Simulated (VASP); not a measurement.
Ag, 1 atom in the cell. Symmetry: Pm-3m, No. 221, cubic system. Conventional cell: a = 2.641 Å, b = 2.641 Å, c = 2.641 Å, α = 90.00°, β = 90.00°, γ = 90.00°. Ag (site symmetry m-3m) has 6 Ag at 2.64 Å within 3.5 Å. 

| Quantity | Value |
| --- | --- |
| Program | VASP 6.6.1 |
| Task | relaxation of cell and atoms |
| Functional | RPBE |
| Potentials or basis | VASP PAW PBE potentials, release 64 (Ag) |
| Cutoff | 500 eV |
| k mesh | 12 × 12 × 12 |
| Occupations | fermi-dirac, width 0.1 eV |
| Spin | no spin polarisation |
| Dipole correction | no |
| Further INCAR settings | ALGO = Normal; EDIFF = 1e-07; IBRION = 2; EDIFFG = -0.01; NSW = 80; ISIF = 3 |

Potentials or basis: VASP PAW PBE potentials, release 64 (Ag).

The run is started by

```sh
$ cat potpaw_PBE.64/Ag/POTCAR > POTCAR
$ mpirun -np 1 vasp_std > vasp.out
```

Hardware: 1 thread of Intel(R) Xeon(R) Platinum 8375C CPU @ 2.90GHz (Ice Lake), with other jobs on the host.

**Question.** How long does it take, and how much memory?

**Answer.** Wall time 28 s on 1 thread of Intel(R) Xeon(R) Platinum 8375C CPU @ 2.90GHz (Ice Lake), with other jobs on the host, peak memory 0.14 GiB. Counts: scf iterations 37, k points 84, ion steps 4.
